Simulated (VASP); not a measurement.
A run of VASP 6.6.1 is set up as follows.

Contents of POSCAR:

```
Pt
1.0
   -1.5650746156      1.5650746156      1.5650746156
    1.5650746156     -1.5650746156      1.5650746156
    1.5650746156      1.5650746156     -1.5650746156
Pt
1
Direct
    0.0000000000      0.0000000000      0.0000000000
```

INCAR.step1

```
SYSTEM = Pt
ALGO = Normal
EDIFF = 1E-5
ENCUT = 520
GGA = PE
ISIF = 2
ISMEAR = -1
LASPH = .True.
LCHARG = .False.
LREAL = .False.
LWAVE = .True.
NBANDS = 11
NELM = 80
PREC = Accurate
SIGMA = 0.05
```

INCAR.step2

```
SYSTEM = Pt
AEXX = 0.25
ALGO = Normal
EDIFF = 1E-7
ENCUT = 520
GGA = PE
ISIF = 2
ISMEAR = -1
ISTART = 1
LASPH = .True.
LCHARG = .False.
LHFCALC = .True.
LREAL = .False.
LWAVE = .False.
NBANDS = 11
NELM = 80
PREC = Accurate
PRECFOCK = Normal
SIGMA = 0.05
```

KPOINTS

```
k-points
0
Gamma
  6 6 6
  0 0 0
```

Potentials or basis: VASP PAW PBE potentials, release 64 (Pt).

Run with:

```console
$ cat potpaw_PBE.64/Pt/POTCAR > POTCAR
$ cp INCAR.step1 INCAR
$ mpirun -np 1 vasp_std > vasp.out
$ cp INCAR.step2 INCAR
$ mpirun -np 1 vasp_std > vasp.out
```

Problem. What does it give for the band gap on the k mesh?

Solution. Zero (bands 5 and 6 overlap by 3.62 eV).

Problem. Estimate the pressure.

Solution. 0.1 GPa.

Caveat: the k points lie up to 0.47 Å⁻¹ apart, too coarse for converged energies and pressures of a metal; the PAW data sets were made with another functional, which shifts forces and pressure a little; spin-orbit coupling is left out, which moves the levels of the heavy elements.
